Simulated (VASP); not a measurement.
# Mo (Im-3m) in VASP: further runs

Mo is run at these levels: PBEsol; tasks: single point.

Program: VASP 6.6.1. These are calculated values, not measurements. Logs are shortened: lines on timing, memory, paths and dates and some standing lists are left out, and cuts for length are marked.

## 1. The cell of the first run

Symmetry: Im-3m, No. 229, cubic system. The conventional cell has a = 3.131 Å, b = 3.131 Å, c = 3.131 Å, α = 90.00°, β = 90.00°, γ = 90.00°. Mo (site symmetry m-3m) has 14 Mo at 2.71 to 3.13 Å within 3.6 Å.

## 2. Single point, PBEsol

Contents of INCAR:

```
  ALGO = Normal
  EDIFF = 1E-6
  ENCUT = 520
  GGA = PS
  ISIF = 2
  ISMEAR = -1
  LASPH = True
  LCHARG = True
  LELF = True
  LREAL = False
  LVHAR = True
  LWAVE = False
  NBANDS = 21
  NELM = 60
  PREC = Accurate
  SIGMA = 0.1
```

Contents of KPOINTS:

```
k-points
0
Gamma
  7 7 7
```

Contents of POSCAR:

```
Mo
1.0
    3.1308666978      0.0000000000      0.0000000000
    0.0000000000      3.1308666978      0.0000000000
    0.0000000000      0.0000000000      3.1308666978
Mo
2
Direct
    0.0000000000      0.0000000000      0.0000000000
    0.5000000000      0.5000000000      0.5000000000
```

Potentials or basis: VASP PAW PBE potentials, release 64 (Mo_sv).

On the command line:

```console
$ cat potpaw_PBE.64/Mo_sv/POTCAR > POTCAR
$ mpirun -np 1 vasp_std > vasp.out
```

OUTCAR:

```text
EDIFF = 1E-6
   ENCUT = 520
   GGA = PS
   ISIF = 2
   ISMEAR = -1
   LASPH = True
   LREAL = False
   NELM = 60
   PREC = Accurate

 ion  position               nearest neighbor table
   1  0.000  0.000  0.000-   2 2.71   2 2.71   2 2.71   2 2.71   2 2.71   2 2.71   2 2.71   2 2.71

   2  0.500  0.500  0.500-   1 2.71   1 2.71   1 2.71   1 2.71   1 2.71   1 2.71   1 2.71   1 2.71

  LATTYP: Found a simple cubic cell.
 ALAT       =     3.1308666978

  Lattice vectors:

 A1 = (   3.1308666978,   0.0000000000,   0.0000000000)
 A2 = (   0.0000000000,   3.1308666978,   0.0000000000)
 A3 = (   0.0000000000,   0.0000000000,   3.1308666978)

Analysis of symmetry for initial positions (statically):
=====================================================================
 Subroutine PRICEL returns following result:

  LATTYP: Found a body centered cubic cell.
 ALAT       =     3.1308666978

  Lattice vectors:

 A1 = (   1.5654333489,   1.5654333489,  -1.5654333489)
 A2 = (  -1.5654333489,   1.5654333489,   1.5654333489)
 A3 = (   1.5654333489,  -1.5654333489,   1.5654333489)

   2 primitive cells build up your supercell.

 Routine SETGRP: Setting up the symmetry group for a
 simple cubic supercell.

 Subroutine GETGRP returns: Found 48 space group operations
 (whereof 48 operations were pure point group operations)
 out of a pool of 48 trial point group operations.

The static configuration has the point symmetry O_h .

Analysis of symmetry for dynamics (positions and initial velocities):
=====================================================================
 Subroutine PRICEL returns following result:

  LATTYP: Found a body centered cubic cell.
 ALAT       =     3.1308666978

  Lattice vectors:

 A1 = (   1.5654333489,   1.5654333489,  -1.5654333489)
 A2 = (  -1.5654333489,   1.5654333489,   1.5654333489)
 A3 = (   1.5654333489,  -1.5654333489,   1.5654333489)

   2 primitive cells build up your supercell.

 Routine SETGRP: Setting up the symmetry group for a
 simple cubic supercell.

 Subroutine GETGRP returns: Found 48 space group operations
 (whereof 48 operations were pure point group operations)
 out of a pool of 48 trial point group operations.

The dynamic configuration has the point symmetry O_h .

 Subroutine INISYM returns: Found 48 space group operations
 (whereof 48 operations are pure point group operations),
 and found     2 'primitive' translations

----------------------------------------------------------------------------------------

                                     Primitive cell

  volume of cell :      15.3449

  direct lattice vectors                    reciprocal lattice vectors
     1.565433349  1.565433349 -1.565433349     0.319400376  0.319400376  0.000000000
    -1.565433349  1.565433349  1.565433349     0.000000000  0.319400376  0.319400376
     1.565433349 -1.565433349  1.565433349     0.319400376  0.000000000  0.319400376

  length of vectors
     2.711410096  2.711410096  2.711410096     0.451700343  0.451700343  0.451700343

  position of ions in fractional coordinates (direct lattice)
     0.000000000  0.000000000  0.000000000

  ion indices of the primitive-cell ions
   primitive index   ion index
                 1           1

----------------------------------------------------------------------------------------

 KPOINTS: k-points

Automatic generation of k-mesh.
 Grid dimensions read from file:
 generate k-points for:    7    7    7

 Generating k-lattice:

  Cartesian coordinates                     Fractional coordinates (reciprocal lattice)
     0.045628625  0.000000000  0.000000000     0.142857143  0.000000000  0.000000000
     0.000000000  0.045628625  0.000000000     0.000000000  0.142857143  0.000000000
     0.000000000  0.000000000  0.045628625     0.000000000  0.000000000  0.142857143

  Length of vectors
     0.045628625  0.045628625  0.045628625

  Shift w.r.t. Gamma in fractional coordinates (k-lattice)
     0.000000000  0.000000000  0.000000000

 Subroutine IBZKPT returns following result:
 ===========================================

 Found     20 irreducible k-points:

 Following reciprocal coordinates:
            Coordinates               Weight
  0.000000  0.000000  0.000000      1.000000
  0.142857  0.000000  0.000000      6.000000
  0.285714  0.000000  0.000000      6.000000
  0.428571  0.000000  0.000000      6.000000
  0.142857  0.142857  0.000000     12.000000
  0.285714  0.142857  0.000000     24.000000
[... 12 lines left out ...]
  0.428571  0.428571  0.285714     24.000000
  0.428571  0.428571  0.428571      8.000000
   k-points           NKPTS =     20   k-points in BZ     NKDIM =     20   number of bands    NBANDS=     21
   number of dos      NEDOS =    301   number of ions     NIONS =      2
   total plane-waves  NPLWV =  13824
   dimension x,y,z NGX =    24 NGY =   24 NGZ =   24
   dimension x,y,z NGXF=    48 NGYF=   48 NGZF=   48
   ions per type =               2
   NGX,Y,Z   is equivalent  to a cutoff of  12.74, 12.74, 12.74 a.u.
   NGXF,Y,Z  is equivalent  to a cutoff of  25.49, 25.49, 25.49 a.u.
 SYSTEM =  unknown system
   PREC   = accura    normal or accurate (medium, high low for compatibility)
   ISTART =      0    job   : 0-new  1-cont  2-samecut
   ICHARG =      2    charge: 1-file 2-atom 10-const
   ISPIN  =      1    spin polarized calculation?
   LNONCOLLINEAR =      F non collinear calculations
   LSORBIT =      F    spin-orbit coupling
   LASPH  =      T    aspherical Exc in radial PAW
   ENCUT  =  520.0 eV  38.22 Ry    6.18 a.u.   5.82  5.82  5.82*2*pi/ulx,y,z
   NELM   =     60;   NELMIN=  2; NELMDL= -5     # of ELM steps
   EDIFF  = 0.1E-05   stopping-criterion for ELM
   LREAL  =      F    real-space projection
   EDIFFG = 0.1E-04   stopping-criterion for IOM
   NSW    =      0    number of steps for IOM
   IBRION =     -1    ionic relax: 0-MD 1-quasi-New 2-CG
   NFREE  =      0    steps in history (QN), initial steepest desc. (CG)
   ISIF   =      2    stress and relaxation
   ISYM   =      2    0-nonsym 1-usesym 2-fastsym
   POTIM  = 0.5000    time-step for ionic-motion
   TEBEG  =    0.0;   TEEND  =   0.0 temperature during run
   PSTRESS=    0.0 pullay stress
   NELECT =      28.0000    total number of electrons
   NUPDOWN=      -1.0000    fix difference up-down
   EMIN   =  10.00;   EMAX   =-10.00  energy-range for DOS
   EFERMI =   0.00;   METHOD = LEGACY
   ISMEAR =    -1;   SIGMA  =   0.10  broadening in eV -4-tet -1-fermi 0-gaus
   EFERMI_NEDOS =   21; number of points for ismear=-14 and -15
   IALGO  =     38    algorithm
   IMIX   =      4    mixing-type and parameters
     AMIX     =   0.40;   BMIX     =  1.00
     AMIX_MAG =   1.60;   BMIX_MAG =  1.00
  volume/ion in A,a.u.               =      15.34       103.55
  Fermi-wavevector in a.u.,A,eV,Ry     =   1.587802  3.000510 34.301842  2.521114
  Thomas-Fermi vector in A             =   2.686903
   LORBIT       =      0    0 simple, 1 ext, 2 COOP (PROOUT), +10 PAW based schemes
   GGA     = PS    functional components
   LHFCALC =     F    Hartree Fock is set to
   AEXX    =    0.0000 exact exchange contribution
   IVDW    =     0    specifies the selected vdW correction
   LEPSILON=     F    determine dielectric tensor
   LRPA    =     F    only Hartree local field effects (RPA)
 non-spin polarized calculation
  energy-cutoff  :      520.00
  volume of cell :       30.69
 maximum number of plane-waves:       846
 NGX is ok and might be reduce to    24
   NGX = 11   NGY = 11   NGZ = 11

 number of electron      27.9999997 magnetization

 Free energy of the ion-electron system (eV)
  ---------------------------------------------------
  ext. energy  EPLUGINS =         0.00000000
  ---------------------------------------------------
  free energy    TOTEN  =       -23.53999238 eV

  energy without entropy =      -23.47133281  energy(sigma->0) =      -23.50566259

 E-fermi :  12.8087     XC(G=0): -13.6327

 val. band max:       12.7671316573   @ k =   0.2857   0.1429   0.0000
 cond. band min:      12.8280062810   @ k =   0.4286   0.4286   0.1429
 fundamental gap:      0.0608746237
 Fermi energy:        12.8086793219

 k-point     1 :       0.0000    0.0000    0.0000
  band No.  band energies     occupation
      1     -48.4239      2.00000
      2     -47.9351      2.00000
      3     -22.6952      2.00000
      4     -22.6952      2.00000
      5     -22.6952      2.00000
      6     -21.6674      2.00000
[... 13 lines left out ...]
     20      21.9313      0.00000
     21      21.9313      0.00000

 k-point     2 :       0.1429    0.0000    0.0000
  band No.  band energies     occupation
      1     -48.3963      2.00000
      2     -47.9556      2.00000
      3     -22.6981      2.00000
      4     -22.6430      2.00000
      5     -22.6430      2.00000
      6     -21.7760      2.00000
[... 13 lines left out ...]
     20      20.7927      0.00000
     21      23.5648      0.00000

 k-point     3 :       0.2857    0.0000    0.0000
  band No.  band energies     occupation
      1     -48.3207      2.00000
      2     -48.0151      2.00000
      3     -22.6767      2.00000
      4     -22.4971      2.00000
      5     -22.4971      2.00000
      6     -22.0444      2.00000
[... 13 lines left out ...]
     20      18.6153      0.00000
     21      26.7667      0.00000
[... 361 lines left out ...]
 k-point    19 :       0.4286    0.4286    0.2857
  band No.  band energies     occupation
      1     -48.1323      2.00000
      2     -48.1170      2.00000
      3     -22.8898      2.00000
      4     -22.8697      2.00000
      5     -22.4143      2.00000
      6     -22.2515      2.00000
[... 13 lines left out ...]
     20      21.5155      0.00000
     21      23.1828      0.00000

 k-point    20 :       0.4286    0.4286    0.4286
  band No.  band energies     occupation
      1     -48.1196      2.00000
      2     -48.1142      2.00000
      3     -22.7200      2.00000
      4     -22.5782      2.00000
      5     -22.5782      2.00000
      6     -22.2525      2.00000
[... 13 lines left out ...]
     20      22.6531      0.00000
     21      23.5069      0.00000

------------------------ aborting loop because EDIFF is reached ----------------------------------------

  FORCE on cell =-STRESS in cart. coord.  units (eV):
  Direction    XX          YY          ZZ          XY          YZ          ZX
  --------------------------------------------------------------------------------------
  -------------------------------------------------------------------------------------
  Total        0.1053967      0.1053967      0.1053967     -0.0000000      0.0000000     -0.0000000
  in kB        5.5022928      5.5022928      5.5022928     -0.0000000      0.0000000     -0.0000000
  external PRESSURE =       5.5022928 kB  Pullay stress =       0.0000000 kB

 VOLUME and BASIS-vectors are now :
 -----------------------------------------------------------------------------
  energy-cutoff  :      520.00
  volume of cell :       30.69
      direct lattice vectors                 reciprocal lattice vectors
     3.130866698  0.000000000  0.000000000     0.319400376  0.000000000  0.000000000
     0.000000000  3.130866698  0.000000000     0.000000000  0.319400376  0.000000000
     0.000000000  0.000000000  3.130866698     0.000000000  0.000000000  0.319400376

 POSITION                                       TOTAL-FORCE (eV/Angst)
 -----------------------------------------------------------------------------------
      0.00000      0.00000      0.00000        -0.000000     -0.000000     -0.000000
      1.56543      1.56543      1.56543         0.000000      0.000000      0.000000
 -----------------------------------------------------------------------------------
    total drift:                                0.000000      0.000000     -0.000000

  FREE ENERGIE OF THE ION-ELECTRON SYSTEM (eV)
  ---------------------------------------------------
  free  energy   TOTEN  =       -23.5399923811 eV

  energy  without entropy=      -23.4713328085  energy(sigma->0) =      -23.50566259
```

Wall time 9 s (1 thread of Intel Xeon Platinum 8259CL at 2.50GHz (Skylake/Cascade Lake), shared host); peak memory 0.14 GiB.

What came out:

```
Free energy            : -23.5400 eV
Pressure               : 0.6 GPa
Band gap on the k mesh : zero (band 14 reaches 13.69 eV, above the bottom of band 15 at 12.41 eV)
```

Caveat: the PAW data sets were made with another functional, which shifts forces and pressure a little.

## 3. Single point, PBEsol

Contents of INCAR:

```
SYSTEM = Mo
  PREC = Accurate
  ENCUT = 520
  EDIFF = 1E-6
  ISMEAR = -1
  SIGMA = 0.1
  LREAL = .False.
  LASPH = .True.
  NELM = 60
  ALGO = Normal
  ISIF = 2
  LWAVE = .False.
  LCHARG = .False.
  GGA = PS
  NBANDS = 21
```

Contents of KPOINTS:

```
regular mesh
0
Gamma
  7 7 7
  0 0 0
```

POSCAR is that of step 2.

Potentials or basis: VASP PAW PBE potentials, release 64 (Mo_sv).

On the command line:

```console
$ cat potpaw_PBE.64/Mo_sv/POTCAR > POTCAR
$ mpirun -np 1 vasp_std > vasp.out
```

It took 7.9 s on 1 thread of Intel Xeon Platinum 8259CL at 2.50GHz (Skylake/Cascade Lake), shared host; peak memory 0.14 GiB.

The run converged. Its results:

| Item | Value |
| --- | --- |
| Free energy | -23.5400 eV |
| Pressure | 0.6 GPa |
| Band gap on the k mesh | zero (band 14 reaches 13.69 eV, above the bottom of band 15 at 12.41 eV) |

Levels at points of the mesh, in eV from the Fermi level:
```tsv
k point	band 12	band 13	band 14	band 15	band 16	band 17
(0.00, 0.00, 0.00)	-1.44	-1.44	-1.44	1.64	1.64	4.08
```

Caveat: the PAW data sets were made with another functional, which shifts forces and pressure a little.
